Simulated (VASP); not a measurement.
Crystal: BaTiO3.

```xyz
5
Lattice="2.8629 1.6529 2.3563 -2.8629 1.6529 2.3563 0.0000 -3.3058 2.3563" Properties=species:S:1:pos:R:3 pbc="T T T"
Ba    0.0000    0.0000    0.0354
Ti    0.0000    0.0000    3.6700
O     0.0000   -1.6179    4.6055
O    -1.4012    0.8090    4.6055
O     1.4012    0.8090    4.6055
```

Base run:

| Item | Value |
| --- | --- |
| Program | VASP 6.6.1 |
| Functional | PBE |
| Potentials or basis | VASP PAW PBE potentials, release 64 (Ba_sv, Ti_sv, O) |
| Cutoff | 520 eV |
| k mesh | 6 × 6 × 6 |
| Occupations | gaussian, width 0.02 eV |
| Spin | no spin polarisation |

Its results: band gap on the k mesh 2.58 eV (least direct gap 3.12 eV); pressure 1.6 GPa; largest force 0.086 eV/Å.

Task: The run is repeated on the same cell with these changes: functional from PBE to r2SCAN. What comes out?

Result: Band gap on the k mesh 2.97 eV (least direct gap 3.52 eV); pressure -1.4 GPa; largest force 0.126 eV/Å.

Caveats: spin-orbit coupling is left out, which moves the levels of the heavy elements; the PAW data sets were made with another functional, which shifts forces and pressure a little (at least some runs).

A k mesh can miss the band edges.
